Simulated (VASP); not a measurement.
# Mg (P6_3/mmc) in VASP: a series of runs

Runs on Mg. Level: PBEsol. Tasks: single point, relaxation of shape and atoms at fixed volume, relaxation of cell and atoms.

All numbers are computed with VASP 6.6.1; they aren't measurements. Logs are shortened: lines on timing, memory, paths and dates and some standing lists are left out, and cuts for length are marked.

## Step 1: The cell of the first run

The structure is hexagonal, space group P6_3/mmc (No. 194). The conventional cell has a = 3.219 Å, b = 3.219 Å, c = 5.164 Å, α = 90.00°, β = 90.00°, γ = 120.00°. Mg (site symmetry -6m2) has 12 Mg at 3.18 to 3.22 Å within 4.2 Å.

## Step 2: Single point, PBEsol (23.17 Å³/atom)

File INCAR:

```
  PREC = Accurate
  ENCUT = 520
  EDIFF = 1E-7
  ISMEAR = 0
  SIGMA = 0.1
  LREAL = F
  LASPH = T
  NELM = 80
  ALGO = Normal
  ISIF = 2
  LWAVE = F
  LCHARG = F
  GGA = PS
  NBANDS = 9
```

File KPOINTS:

```
regular mesh
0
Gamma
  18 18 8
```

File POSCAR:

```
Mg
1.0
    3.2187473982      0.0000000000      0.0000000000
   -1.6093736991      2.7875170152      0.0000000000
    0.0000000000      0.0000000000      5.1642265209
Mg
2
Direct
    0.3333333333      0.6666666667      0.2500000000
    0.6666666667      0.3333333333      0.7500000000
```

Potentials or basis: VASP PAW PBE potentials, release 64 (Mg).

Launch:

```console
> cat potpaw_PBE.64/Mg/POTCAR > POTCAR
> mpirun -np 1 vasp_std > vasp.out
```

OUTCAR:

```text
PREC = Accurate
   ENCUT = 520
   EDIFF = 1E-7
   ISMEAR = 0
   LREAL = F
   LASPH = T
   NELM = 80
   ISIF = 2
   GGA = PS

 ion  position               nearest neighbor table
   1  0.333  0.667  0.250-   2 3.18   2 3.18   2 3.18   2 3.18   2 3.18   2 3.18
   2  0.667  0.333  0.750-   1 3.18   1 3.18   1 3.18   1 3.18   1 3.18   1 3.18

  LATTYP: Found a hexagonal cell.
 ALAT       =     3.2187473982
 C/A-ratio  =     1.6044211869

  Lattice vectors:

 A1 = (   3.2187473982,   0.0000000000,   0.0000000000)
 A2 = (  -1.6093736991,   2.7875170152,   0.0000000000)
 A3 = (   0.0000000000,   0.0000000000,   5.1642265209)

Analysis of symmetry for initial positions (statically):
=====================================================================
 Subroutine PRICEL returns:
 Original cell was already a primitive cell.

 Routine SETGRP: Setting up the symmetry group for a
 hexagonal supercell.

 Subroutine GETGRP returns: Found 24 space group operations
 (whereof 12 operations were pure point group operations)
 out of a pool of 24 trial point group operations.

The static configuration has the point symmetry D_3d.
 The point group associated with its full space group is D_6h.

Analysis of symmetry for dynamics (positions and initial velocities):
=====================================================================
 Subroutine PRICEL returns:
 Original cell was already a primitive cell.

 Routine SETGRP: Setting up the symmetry group for a
 hexagonal supercell.

 Subroutine GETGRP returns: Found 24 space group operations
 (whereof 12 operations were pure point group operations)
 out of a pool of 24 trial point group operations.

The dynamic configuration has the point symmetry D_3d.
 The point group associated with its full space group is D_6h.

 Subroutine INISYM returns: Found 24 space group operations
 (whereof 12 operations are pure point group operations),
 and found     1 'primitive' translations

----------------------------------------------------------------------------------------

                                     Primitive cell

  volume of cell :      46.3351

  direct lattice vectors                    reciprocal lattice vectors
     3.218747398  0.000000000  0.000000000     0.310679863  0.179371102  0.000000000
    -1.609373699  2.787517015  0.000000000     0.000000000  0.358742205  0.000000000
     0.000000000  0.000000000  5.164226521     0.000000000  0.000000000  0.193639841

  length of vectors
     3.218747398  3.218747398  5.164226521     0.358742205  0.358742205  0.193639841

  position of ions in fractional coordinates (direct lattice)
     0.333333333  0.666666667  0.250000000
     0.666666667  0.333333333  0.750000000

  ion indices of the primitive-cell ions
   primitive index   ion index
                 1           1
                 2           2

----------------------------------------------------------------------------------------

 KPOINTS: regular mesh

Automatic generation of k-mesh.
 Grid dimensions read from file:
 generate k-points for:   18   18    8

 Generating k-lattice:

  Cartesian coordinates                     Fractional coordinates (reciprocal lattice)
     0.017259992  0.009965061  0.000000000     0.055555556  0.000000000  0.000000000
     0.000000000  0.019930122  0.000000000     0.000000000  0.055555556  0.000000000
     0.000000000  0.000000000  0.024204980     0.000000000  0.000000000  0.125000000

  Length of vectors
     0.019930122  0.019930122  0.024204980

  Shift w.r.t. Gamma in fractional coordinates (k-lattice)
     0.000000000  0.000000000  0.000000000

 Subroutine IBZKPT returns following result:
 ===========================================

 Found    185 irreducible k-points:

 Following reciprocal coordinates:
            Coordinates               Weight
  0.000000  0.000000  0.000000      1.000000
  0.055556  0.000000  0.000000      6.000000
  0.111111  0.000000  0.000000      6.000000
  0.166667  0.000000  0.000000      6.000000
  0.222222  0.000000  0.000000      6.000000
  0.277778 -0.000000  0.000000      6.000000
[... 16 lines left out ...]
  0.333333  0.111111  0.000000     12.000000
  0.388889  0.111111  0.000000     12.000000
 [... further k-points ...]
   k-points           NKPTS =    185   k-points in BZ     NKDIM =    185   number of bands    NBANDS=      9
   number of dos      NEDOS =    301   number of ions     NIONS =      2
   total plane-waves  NPLWV =  23040
   dimension x,y,z NGX =    24 NGY =   24 NGZ =   40
   dimension x,y,z NGXF=    48 NGYF=   48 NGZF=   80
   ions per type =               2
   NGX,Y,Z   is equivalent  to a cutoff of  12.40, 12.40, 12.88 a.u.
   NGXF,Y,Z  is equivalent  to a cutoff of  24.79, 24.79, 25.75 a.u.
 SYSTEM =  unknown system
   PREC   = accura    normal or accurate (medium, high low for compatibility)
   ISTART =      0    job   : 0-new  1-cont  2-samecut
   ICHARG =      2    charge: 1-file 2-atom 10-const
   ISPIN  =      1    spin polarized calculation?
   LNONCOLLINEAR =      F non collinear calculations
   LSORBIT =      F    spin-orbit coupling
   LASPH  =      T    aspherical Exc in radial PAW
   ENCUT  =  520.0 eV  38.22 Ry    6.18 a.u.   5.98  5.98  9.60*2*pi/ulx,y,z
   NELM   =     80;   NELMIN=  2; NELMDL= -5     # of ELM steps
   EDIFF  = 0.1E-06   stopping-criterion for ELM
   LREAL  =      F    real-space projection
   EDIFFG = 0.1E-05   stopping-criterion for IOM
   NSW    =      0    number of steps for IOM
   IBRION =     -1    ionic relax: 0-MD 1-quasi-New 2-CG
   NFREE  =      0    steps in history (QN), initial steepest desc. (CG)
   ISIF   =      2    stress and relaxation
   ISYM   =      2    0-nonsym 1-usesym 2-fastsym
   POTIM  = 0.5000    time-step for ionic-motion
   TEBEG  =    0.0;   TEEND  =   0.0 temperature during run
   PSTRESS=    0.0 pullay stress
   NELECT =       4.0000    total number of electrons
   NUPDOWN=      -1.0000    fix difference up-down
   EMIN   =  10.00;   EMAX   =-10.00  energy-range for DOS
   EFERMI =   0.00;   METHOD = LEGACY
   ISMEAR =     0;   SIGMA  =   0.10  broadening in eV -4-tet -1-fermi 0-gaus
   EFERMI_NEDOS =   21; number of points for ismear=-14 and -15
   IALGO  =     38    algorithm
   IMIX   =      4    mixing-type and parameters
     AMIX     =   0.40;   BMIX     =  1.00
     AMIX_MAG =   1.60;   BMIX_MAG =  1.00
  volume/ion in A,a.u.               =      23.17       156.34
  Fermi-wavevector in a.u.,A,eV,Ry     =   0.723533  1.367279  7.122647  0.523500
  Thomas-Fermi vector in A             =   1.813773
   LORBIT       =      0    0 simple, 1 ext, 2 COOP (PROOUT), +10 PAW based schemes
   GGA     = PS    functional components
   LHFCALC =     F    Hartree Fock is set to
   AEXX    =    0.0000 exact exchange contribution
   IVDW    =     0    specifies the selected vdW correction
   LEPSILON=     F    determine dielectric tensor
   LRPA    =     F    only Hartree local field effects (RPA)
 non-spin polarized calculation
 Gauss-broadening in eV      SIGMA  =   0.10
  energy-cutoff  :      520.00
  volume of cell :       46.34
 maximum number of plane-waves:      1274
 NGX is ok and might be reduce to    24
   NGX = 11   NGY = 11   NGZ = 19

 number of electron       4.0000000 magnetization

 Free energy of the ion-electron system (eV)
  ---------------------------------------------------
  ext. energy  EPLUGINS =         0.00000000
  ---------------------------------------------------
  free energy    TOTEN  =        -3.44595367 eV

  energy without entropy =       -3.44124933  energy(sigma->0) =       -3.44360150

 E-fermi :   2.5542     XC(G=0):  -8.5049

 val. band max:        2.5458020294   @ k =   0.3889  -0.0000   0.0000
 cond. band min:       2.5673291483   @ k =   0.2778   0.1667   0.1250
 fundamental gap:      0.0215271189
 Fermi energy:         2.5541987945

 k-point     1 :       0.0000    0.0000    0.0000
  band No.  band energies     occupation
      1      -4.3449      2.00000
      2       0.9355      2.00000
      3       1.4161      2.00000
      4      13.2937      0.00000
      5      13.2937      0.00000
      6      13.3643      0.00000
      7      13.3643      0.00000
      8      14.3630      0.00000
      9      15.7701      0.00000

 k-point     2 :       0.0556    0.0000    0.0000
  band No.  band energies     occupation
      1      -4.2850      2.00000
      2       0.9902      2.00000
      3       1.4743      2.00000
      4      11.8809      0.00000
      5      12.4731      0.00000
      6      13.2694      0.00000
      7      14.2742      0.00000
      8      15.0415      0.00000
      9      16.4606      0.00000

 k-point     3 :       0.1111    0.0000    0.0000
  band No.  band energies     occupation
      1      -4.1054      2.00000
      2       1.1544      2.00000
      3       1.6481      2.00000
      4      10.1966      0.00000
      5      11.7168      0.00000
      6      12.5391      0.00000
      7      14.9196      0.00000
      8      15.2326      0.00000
      9      15.2562      0.00000

 k-point     4 :       0.1667    0.0000    0.0000
  band No.  band energies     occupation
      1      -3.8070      2.00000
      2       1.4281      2.00000
      3       1.9344      2.00000
      4       8.5493      0.00000
      5      11.0613      0.00000
      6      11.7368      0.00000
      7      13.2943      0.00000
      8      14.2531      0.00000
      9      15.6715      0.00000
[... 205 lines left out ...]
 k-point    22 :       0.2778    0.1111    0.0000
  band No.  band energies     occupation
      1      -2.0354      2.00000
      2       3.0726      0.00000
      3       3.3272      0.00000
      4       4.5446      0.00000
      5       7.1957      0.00000
      6       9.0326      0.00000
      7       9.9994      0.00000
      8      12.0706      0.00000
      9      12.9330      0.00000

 k-point    23 :       0.3333    0.1111    0.0000
  band No.  band energies     occupation
      1      -1.2782      2.00000
      2       2.7100      0.02761
      3       3.7851      0.00000
      4       4.5671      0.00000
      5       6.8470      0.00000
      6       7.7726      0.00000
      7       8.9387      0.00000
      8      11.7820      0.00000
      9      12.6934      0.00000

 k-point    24 :       0.3889    0.1111    0.0000
  band No.  band energies     occupation
      1      -0.4128      2.00000
      2       1.6141      2.00000
      3       4.6025      0.00000
      4       5.2225      0.00000
      5       6.4844      0.00000
      6       6.6246      0.00000
      7       8.1244      0.00000
      8      11.6100      0.00000
      9      12.5475      0.00000

 [... further k-points ...]

------------------------ aborting loop because EDIFF is reached ----------------------------------------

  FORCE on cell =-STRESS in cart. coord.  units (eV):
  Direction    XX          YY          ZZ          XY          YZ          ZX
  --------------------------------------------------------------------------------------
  -------------------------------------------------------------------------------------
  Total       -0.3099223     -0.3099223     -0.3232224      0.0000000      0.0000000      0.0000000
  in kB      -10.7165180    -10.7165180    -11.1764111      0.0000000      0.0000000      0.0000000
  external PRESSURE =     -10.8698157 kB  Pullay stress =       0.0000000 kB

 VOLUME and BASIS-vectors are now :
 -----------------------------------------------------------------------------
  energy-cutoff  :      520.00
  volume of cell :       46.34
      direct lattice vectors                 reciprocal lattice vectors
     3.218747398  0.000000000  0.000000000     0.310679863  0.179371102  0.000000000
    -1.609373699  2.787517015  0.000000000     0.000000000  0.358742205  0.000000000
     0.000000000  0.000000000  5.164226521     0.000000000  0.000000000  0.193639841

 POSITION                                       TOTAL-FORCE (eV/Angst)
 -----------------------------------------------------------------------------------
     -0.00000      1.85834      1.29106        -0.000000     -0.000000      0.000000
      1.60937      0.92917      3.87317         0.000000      0.000000      0.000000
 -----------------------------------------------------------------------------------
    total drift:                                0.000000     -0.000000      0.000000

  FREE ENERGIE OF THE ION-ELECTRON SYSTEM (eV)
  ---------------------------------------------------
  free  energy   TOTEN  =        -3.4459536688 eV

  energy  without entropy=       -3.4412493324  energy(sigma->0) =       -3.44360150
```

Run time: 47 s. Hardware: 1 thread of Intel Xeon 8259CL, shared host; peak memory 0.21 GiB.

What came out:

| Quantity | Value |
| --- | --- |
| Free energy | -3.4460 eV |
| Pressure | -1.1 GPa |
| Band gap on the k mesh | zero (bands 2 and 3 overlap by 2.15 eV) |

Levels at points of the mesh, in eV from the Fermi level:
```tsv
k point	band 1	band 2	band 3	band 4	band 5
(0.00, 0.00, 0.00)	-6.90	-1.62	-1.14	10.74	10.74
(0.50, 0.00, 0.00)	-2.17	-2.17	2.65	3.03	3.32
(0.00, 0.00, 0.50)	-5.49	-5.49	5.17	5.17	11.50
(0.50, 0.00, 0.50)	-1.11	-1.11	-0.47	-0.47	7.88
```

Caveat: the PAW data sets were made with another functional, which shifts forces and pressure a little.

(Continued in part 2 of 4.)

The gap in the log of VASP goes by the Fermi energy; the results here count the filled bands.